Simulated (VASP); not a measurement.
The system is Al.

```
Al
1.0
     2.75607    0.00000    0.00000
    -0.91869    2.59845    0.00000
    -0.91869   -1.29922    2.25032
Al
1
Cartesian
  0.0000 0.0000 0.0000
```

Base run:

- Program: VASP 6.6.1
- Functional: PBEsol
- Potentials or basis: VASP PAW PBE potentials, release 64 (Al)
- Cutoff: 520 eV
- k mesh: 10 × 10 × 10
- Occupations: methfessel-paxton, width 0.1 eV
- Spin: no spin polarisation

Its results: pressure 2.8 GPa.

Problem. The run is repeated on the same cell with these changes: k mesh from 10 × 10 × 10 to 3 × 3 × 3. What comes out?

Solution. Pressure 2.4 GPa.

Caveats: some runs use coarse meshes; the PAW data sets were made with another functional, which shifts forces and pressure a little.
